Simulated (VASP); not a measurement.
# Cs (Im-3m) in VASP: a series of runs, part 2 of 2

VASP 6.6.1. The steps go on from the part before.

### Step 5. Relaxation of cell and atoms, PBEsol, target pressure 5 GPa, at which the enthalpy is minimised

The input, INCAR:

```
SYSTEM = Cs
PREC = Accurate
ENCUT = 600
EDIFF = 1E-6
ISMEAR = -1
SIGMA = 0.05
LREAL = .FALSE.
LASPH = .TRUE.
NELM = 60
ALGO = Normal
ISIF = 3
LWAVE = .FALSE.
LCHARG = .FALSE.
GGA = PS
IBRION = 2
NSW = 60
EDIFFG = -0.01
PSTRESS = 50.0
```

The input, KPOINTS:

```
Automatic mesh
0
G
  6 6 6
  0 0 0
```

The input, POSCAR:

```
Cs
1.0
   -3.1284650614      3.1284650614      3.1284650614
    3.1284650614     -3.1284650614      3.1284650614
    3.1284650614      3.1284650614     -3.1284650614
Cs
1
Direct
    0.0000000000      0.0000000000      0.0000000000
```

Potentials or basis: VASP PAW PBE potentials, release 64 (Cs_sv).

Command:

```sh
> cat potpaw_PBE.64/Cs_sv/POTCAR > POTCAR
> mpirun -np 1 vasp_std > vasp.out
```

OUTCAR:

```text
SYSTEM = Cs
   PREC = Accurate
   ENCUT = 600
   EDIFF = 1E-6
   ISMEAR = -1
   LREAL = .FALSE.
   LASPH = .TRUE.
   NELM = 60
   ISIF = 3
   GGA = PS
   IBRION = 2
   NSW = 60
   EDIFFG = -0.01
   PSTRESS = 50.0

 ion  position               nearest neighbor table
   1  0.000  0.000  0.000-

  LATTYP: Found a body centered cubic cell.
 ALAT       =     6.2569301228

  Lattice vectors:

 A1 = (  -3.1284650614,   3.1284650614,   3.1284650614)
 A2 = (   3.1284650614,  -3.1284650614,   3.1284650614)
 A3 = (   3.1284650614,   3.1284650614,  -3.1284650614)

Analysis of symmetry for initial positions (statically):
=====================================================================
 Subroutine PRICEL returns:
 Original cell was already a primitive cell.

 Routine SETGRP: Setting up the symmetry group for a
 body centered cubic supercell.

 Subroutine GETGRP returns: Found 48 space group operations
 (whereof 48 operations were pure point group operations)
 out of a pool of 48 trial point group operations.

The static configuration has the point symmetry O_h .

Analysis of symmetry for dynamics (positions and initial velocities):
=====================================================================
 Subroutine PRICEL returns:
 Original cell was already a primitive cell.

 Routine SETGRP: Setting up the symmetry group for a
 body centered cubic supercell.

 Subroutine GETGRP returns: Found 48 space group operations
 (whereof 48 operations were pure point group operations)
 out of a pool of 48 trial point group operations.

The dynamic configuration has the point symmetry O_h .

 Subroutine INISYM returns: Found 48 space group operations
 (whereof 48 operations are pure point group operations),
 and found     1 'primitive' translations

----------------------------------------------------------------------------------------

[... 103 lines left out ...]
  Fermi-wavevector in a.u.,A,eV,Ry     =   0.685706  1.295796  6.397353  0.470192
  Thomas-Fermi vector in A             =   1.765724
   LORBIT       =      0    0 simple, 1 ext, 2 COOP (PROOUT), +10 PAW based schemes
   GGA     = PS    functional components
   LHFCALC =     F    Hartree Fock is set to
   AEXX    =    0.0000 exact exchange contribution
   IVDW    =     0    specifies the selected vdW correction
   LEPSILON=     F    determine dielectric tensor
   LRPA    =     F    only Hartree local field effects (RPA)
 conjugate gradient relaxation of ions
 non-spin polarized calculation
  energy-cutoff  :      600.00
  volume of cell :      122.48
 maximum number of plane-waves:      4124
 NGX is ok and might be reduce to    48
   NGX = 21   NGY = 21   NGZ = 21

--------------------------------------- Ionic step        1  -------------------------------------------

 number of electron       9.0000000 magnetization

 Free energy of the ion-electron system (eV)
  ---------------------------------------------------
  ext. energy  EPLUGINS =         0.00000000
  ---------------------------------------------------
  free energy    TOTEN  =        -0.92966768 eV

  energy without entropy =       -0.91168171  energy(sigma->0) =       -0.92067469

------------------------ aborting loop because EDIFF is reached ----------------------------------------

  FORCE on cell =-STRESS in cart. coord.  units (eV):
  Direction    XX          YY          ZZ          XY          YZ          ZX
  --------------------------------------------------------------------------------------
  -------------------------------------------------------------------------------------
  Total       -0.1497246     -0.1497246     -0.1497246      0.0000000      0.0000000     -0.0000000
  in kB       -1.9586178     -1.9586178     -1.9586178      0.0000000      0.0000000     -0.0000000
  external PRESSURE =     -51.9586178 kB  Pullay stress =      50.0000000 kB
[... 209 lines left out ...]
--------------------------------------- Ionic step        7  -------------------------------------------

 number of electron       9.0000000 magnetization

 E-fermi :   4.6863     XC(G=0):  -9.1543

 val. band max:        4.6559250376   @ k =   0.3333   0.1667   0.0000
 cond. band min:       4.7461213210   @ k =  -0.1667   0.1667   0.1667
 fundamental gap:      0.0901962834
 Fermi energy:         4.6863418586

 k-point     1 :       0.0000    0.0000    0.0000
  band No.  band energies     occupation
      1     -19.5150      2.00000
      2      -4.8742      2.00000
      3      -4.8742      2.00000
      4      -4.8742      2.00000
      5       2.8999      2.00000
      6       7.7707      0.00000
      7       7.7707      0.00000
      8       7.7707      0.00000
[... 199 lines left out ...]
--------------------------------------- Ionic step        8  -------------------------------------------

 number of electron       9.0000000 magnetization

 Free energy of the ion-electron system (eV)
  ---------------------------------------------------
  ext. energy  EPLUGINS =         0.00000000
  ---------------------------------------------------
  free energy    TOTEN  =        -0.15510778 eV

  energy without entropy =       -0.13379154  energy(sigma->0) =       -0.14444966

 E-fermi :   4.4980     XC(G=0):  -9.0285

 val. band max:        4.4854291143   @ k =   0.3333   0.1667   0.0000
 cond. band min:       4.6177368130   @ k =   0.1667   0.1667   0.0000
 fundamental gap:      0.1323076987
 Fermi energy:         4.4980133282

 k-point     1 :       0.0000    0.0000    0.0000
  band No.  band energies     occupation
      1     -19.6323      2.00000
      2      -5.0979      2.00000
      3      -5.0979      2.00000
      4      -5.0979      2.00000
      5       2.6576      2.00000
      6       7.5779      0.00000
      7       7.5779      0.00000
      8       7.5779      0.00000
[... 195 lines left out ...]
  energy  without entropy=       -0.1337915432  energy(sigma->0) =       -0.14444966

  enthalpy is  TOTEN    =         1.1254294846 eV   P V=        1.2805372660

 reached required accuracy - stopping structural energy minimisation
```

CONTCAR:

```text
Cs
   1.00000000000000
    -2.1728225984377643    2.1728225984377643    2.1728225984377643
     2.1728225984377643   -2.1728225984377643    2.1728225984377643
     2.1728225984377643    2.1728225984377643   -2.1728225984377643
  Cs
     1
Direct
     0.0000000000000000    0.0000000000000000    0.0000000000000000

  0.00000000E+00  0.00000000E+00  0.00000000E+00
```

Wall time 91 s (1 thread of Intel Xeon Platinum 8559C (Emerald Rapids), shared host); peak memory 0.36 GiB.

What came out:

```
Free energy                                                : -0.1551 eV
Relaxed volume                                             : 41.03 Å³/atom
Relaxed cell                                               : a = 3.763 Å, b = 3.763 Å, c = 3.763 Å, α = 109.47°, β = 109.47°, γ = 109.47°
Space group after relaxing (to 0.1 Å)                      : Im-3m (No. 229)
Energy change on relaxing (the run minimises the enthalpy) : +774.6 meV/atom
Ionic steps                                                : 8
Pressure after relaxing                                    : 5.0 GPa
Band gap on the k mesh                                     : zero (an odd number of electrons rules out a gap without spin polarisation)
```

Step by step:
```
step  energy change (eV)  largest force (eV/Å)  pressure (GPa)  volume (Å³)
   1              0.0000                0.0000           -0.20       122.48
   2              0.2194                0.0000            2.35        64.70
   3              0.4022                0.0000            3.31        54.62
   4              0.8866                0.0000            6.32        37.72
   5              0.7085                0.0000            4.91        43.17
   6              0.7412                0.0000            4.93        42.10
   7              0.8112                0.0000            5.11        39.87
   8              0.7746                0.0000            5.02        41.03
```

Final structure:
```
CELL_PARAMETERS angstrom
-2.17282 2.17282 2.17282
2.17282 -2.17282 2.17282
2.17282 2.17282 -2.17282
ATOMIC_POSITIONS crystal
Cs 0.00000 0.00000 0.00000
```

Levels at points of the mesh, in eV from the Fermi level:
| k point | band 1 | band 2 | band 3 | band 4 | band 5 | band 6 | band 7 | band 8 |
| --- | --- | --- | --- | --- | --- | --- | --- | --- |
| (0.00, 0.00, 0.00) | -24.13 | -9.60 | -9.60 | -9.60 | -1.84 | 3.08 | 3.08 | 3.08 |
| (0.50, 0.00, 0.00) | -23.69 | -12.04 | -10.32 | -9.67 | -0.82 | 1.02 | 4.51 | 5.68 |
| (0.50, 0.50, 0.50) | -23.41 | -11.17 | -11.17 | -11.17 | -1.16 | -1.16 | 7.93 | 7.93 |

Caveat: the cell is relaxed towards a set pressure, so the run minimises the enthalpy, not the energy; the volume moved by over 15 % at a fixed basis, so the end points are rough; the PAW data sets were made with another functional, which shifts forces and pressure a little; spin-orbit coupling is left out, which moves the levels of the heavy elements.

### Step 6. Summary

| task | level | spin | cell | k mesh | cutoff (eV) | smearing | gap on the mesh (eV) | pressure (GPa) |
| --- | --- | --- | --- | --- | --- | --- | --- | --- |
| single point | pbe exchange, lda correlation | non-collinear, typed start, SOC | as given | 4 × 4 × 4 | 500 | fermi-dirac 0.15 eV | - | 0.1 |
| relaxation of cell and atoms | PBEsol+D4 | off | relaxed | 6 × 6 × 6 | 600 | fermi-dirac 0.05 eV | none | 0.0 |
| relaxation of cell and atoms | PBEsol | off | relaxed to 2 GPa | 6 × 6 × 6 | 600 | fermi-dirac 0.05 eV | none | 2.0 |
| relaxation of cell and atoms | PBEsol | off | relaxed to 5 GPa | 6 × 6 × 6 | 600 | fermi-dirac 0.05 eV | none | 5.0 |

Alike in all rows: potentials or basis VASP PAW PBE potentials, release 64 (Cs_sv).

Caveats: the PAW data sets were made with another functional, which shifts forces and pressure a little; spin-orbit coupling is left out, which moves the levels of the heavy elements (at least some runs); the cell is relaxed towards a set pressure, so the run minimises the enthalpy, not the energy (at least some runs); the volume moved by over 15 % at a fixed basis, so the end points are rough (at least some runs).

Absolute energies hang on the potentials; compare differences alone.
